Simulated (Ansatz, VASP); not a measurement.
Hg in VASP and in Ansatz

Contents of POSCAR:

```
Hg
1.0
   -1.8030781009      1.8030781009      1.8030781009
    1.8030781009     -1.8030781009      1.8030781009
    1.8030781009      1.8030781009     -1.8030781009
Hg
1
Direct
    0.0000000000      0.0000000000      0.0000000000
```

File INCAR.step1:

```
SYSTEM = Hg
  ALGO = Normal
  EDIFF = 1E-5
  ENCUT = 550
  GGA = PE
  GGA_COMPAT = .FALSE.
  ISMEAR = -1
  LASPH = .TRUE.
  LCHARG = .FALSE.
  LREAL = .FALSE.
  LWAVE = .TRUE.
  NBANDS = 12
  NELM = 120
  PREC = Accurate
  SIGMA = 0.1
```

Contents of INCAR.step2:

```
SYSTEM = Hg
  ALGO = Normal
  EDIFF = 1E-6
  ENCUT = 550
  GGA_COMPAT = .FALSE.
  ISIF = 2
  ISMEAR = -1
  ISTART = 1
  LASPH = .TRUE.
  LCHARG = .FALSE.
  LMIXTAU = .TRUE.
  LREAL = .FALSE.
  LWAVE = .FALSE.
  METAGGA = R2SCAN
  NBANDS = 12
  NELM = 120
  PREC = Accurate
  SIGMA = 0.1
```

File KPOINTS:

```
k-points
0
G
  13 13 13
  0 0 0
```

Input for Ansatz:

```yaml
crystal:
  lattice:
    - [-1.8030781009, 1.8030781009, 1.8030781009]
    - [1.8030781009, -1.8030781009, 1.8030781009]
    - [1.8030781009, 1.8030781009, -1.8030781009]
  atoms:
    - { symbol: Hg, position: [0.0, 0.0, 0.0] }
hamiltonian:
  xc: r2scan
  pseudopotentials:
    kind: paw
    azcp:
      Hg: "pseudopotentials/Hg.paw.azcp"
basis:
  ecutwfc: 500
  fft_grid_basis: typed
kpoints:
  mp_grid: { grid: [13, 13, 13], shift: [0, 0, 0] }
magnetization:
  spin_polarized: false
scf:
  occupations: { method: fermi_dirac, width: 0.1 }
  lower_state_search: "off"
output:
  stress: true
  write_density: true
  write_potential: true
  elf: true
  volumetric_format: npy
```

Alike in both runs: task single point; functional r2SCAN; k mesh 13 × 13 × 13; occupations fermi-dirac, width 0.1 eV; no spin polarisation.

```csv
,VASP,Ansatz
version,VASP 6.6.1,Ansatz 0.2.0
potentials or method,"VASP PAW PBE potentials, release 64 (Hg), cutoff 550 eV","plane waves (500 eV) with PAW, scalar-relativistic"
valence electrons in the cell,12,20
```

|  | VASP | Ansatz | Ansatz less VASP |
| --- | --- | --- | --- |
| pressure (GPa) | 5.1 | 4.6 | -0.50 |

VASP's potentials were made for PBE, not for r2SCAN. The functional is the same, so the differences come from potentials, cutoffs and numerics. VASP's potentials hold 12 valence electrons a cell and Ansatz's 20, so a difference there can come from the potentials and not from the codes.

Spin-orbit coupling is off throughout.
